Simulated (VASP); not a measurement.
Input of a VASP 6.6.1 run:

File INCAR:

```
  PREC = Accurate
  ENCUT = 910
  EDIFF = 1E-7
  ISMEAR = 0
  SIGMA = 0.1
  LREAL = False
  LASPH = True
  NELM = 120
  ALGO = Normal
  ISIF = 3
  LWAVE = False
  LCHARG = False
  GGA = PE
  IBRION = 2
  NSW = 90
  EDIFFG = -0.04
  GGA_COMPAT = False
  NELMIN = 4
```

The input KPOINTS:

```
Automatic mesh
0
Gamma
  6 6 6
```

The input POSCAR:

```
Li2H
1.0
    3.4273186800      0.0000000000      0.0000000000
   -1.7136593400      2.9681450500      0.0000000000
    0.0000000000      0.0000000000      2.9294697700
Li H
2 1
Direct
    0.3333333300      0.6666666700      0.2689920800
    0.6666666700      0.3333333300      0.7310079200
    0.0000000000      0.0000000000      0.5000000000
```

Potentials or basis: VASP PAW PBE potentials, release 64 (Li_sv, H_h).

The run is started by

```bash
$ cat potpaw_PBE.64/Li_sv/POTCAR potpaw_PBE.64/H_h/POTCAR > POTCAR
$ mpirun -np 1 vasp_std > vasp.out
```

Task: What does it give for the space group after relaxing (to 0.1 Å)?

Result: P-3m1 (No. 164).

Task: What does it give for the relaxed cell?

Result: a = 2.830 Å, b = 2.830 Å, c = 4.762 Å, α = 90.00°, β = 90.00°, γ = 120.00°.

Task: Estimate the relaxed volume.

Result: 11.01 Å³/atom.

The path:
```
step  energy change (eV)  largest force (eV/Å)  pressure (GPa)  volume (Å³)
   1              0.0000                0.0716            6.83        29.80
   2             -0.1449                0.0788            4.28        31.64
   3             -0.4156                0.0628           -0.78        37.38
   4             -0.5013                0.0123           -4.65        49.84
   5             -0.6873                0.0861           -5.19        49.74
   6             -0.7054                0.1222           -7.56        47.22
   7             -0.8291                0.1209           -6.08        49.20
   8             -0.8438                0.1157           -6.35        48.97
   9             -1.0770                0.1973           -5.02        42.46
  10             -1.2140                0.3233           -2.40        36.41
  11             -0.9488                0.6880           11.06        25.97
  12             -1.2289                0.3773           -1.01        34.41
  13             -1.2294                0.3920           -0.58        33.89
  14             -1.2622                0.2143           -0.01        33.23
  15             -1.2682                0.0760            0.43        32.76
  16             -1.2682                0.0851            0.40        32.79
  17             -1.2706                0.0129            0.03        33.02
```

Caveat: a cell axis changed by over 15 % at a fixed basis, so the end point is rough.
